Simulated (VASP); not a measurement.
Here is a VASP 6.6.1 calculation.

File POSCAR:

```
KCl
1.0
    0.0000000000      3.3454660000      3.1561000000
    3.3454660000      0.0000000000      3.1561000000
    3.3454660000      3.3454660000      0.0000000000
K Cl
1 1
Direct
    0.0000000000      0.0000000000      0.0000000000
    0.5000000000      0.5000000000      0.5000000000
```

Contents of INCAR.step1:

```
ALGO     = Normal         # electronic algorithm
EDIFF    = 1E-4           # SCF threshold, eV
ENCUT    = 520            # plane-wave cutoff, eV
GGA      = PE             # functional
ISMEAR   = 0              # smearing method
LASPH    = True           # aspherical terms in the spheres
LCHARG   = False          # write CHGCAR
LREAL    = False          # projectors in reciprocal space
LWAVE    = True           # write WAVECAR
NBANDS   = 15             # bands
NELM     = 60             # most SCF steps
PREC     = Accurate       # precision mode
SIGMA    = 0.05           # smearing width, eV
```

Contents of INCAR.step2:

```
ALGO     = Normal         # electronic algorithm
EDIFF    = 1E-6           # SCF threshold, eV
ENCUT    = 520            # plane-wave cutoff, eV
ISIF     = 2              # what is computed and relaxed
ISMEAR   = 0              # smearing method
ISTART   = 1            
LASPH    = True           # aspherical terms in the spheres
LCHARG   = False          # write CHGCAR
LMIXTAU  = True         
LREAL    = False          # projectors in reciprocal space
LWAVE    = False          # write WAVECAR
METAGGA  = R2SCAN         # meta-GGA
NBANDS   = 15             # bands
NELM     = 60             # most SCF steps
PREC     = Accurate       # precision mode
SIGMA    = 0.05           # smearing width, eV
```

Contents of KPOINTS:

```
k-points
0
Gamma
  6 6 6
```

Potentials or basis: VASP PAW PBE potentials, release 64 (K_sv, Cl).

Run with:

```sh
$ cat potpaw_PBE.64/K_sv/POTCAR potpaw_PBE.64/Cl/POTCAR > POTCAR
$ cp INCAR.step1 INCAR
$ mpirun -np 1 vasp_std > vasp.out
$ cp INCAR.step2 INCAR
$ mpirun -np 1 vasp_std > vasp.out
```

Task: Predict the pressure.

Result: -1.7 GPa.

Task: Estimate the band gap on the k mesh.

Result: 5.40 eV, direct.

Stress tensor (GPa, compression positive):
```
-2.10  0.00  0.00
 0.00 -2.10  0.00
 0.00  0.00 -0.80
```

Caveat: the cell differs from its parent crystal (strain +0.0600 x Voigt [1, 1, 0, 0, 0, 0]); the PAW data sets were made with another functional, which shifts forces and pressure a little.
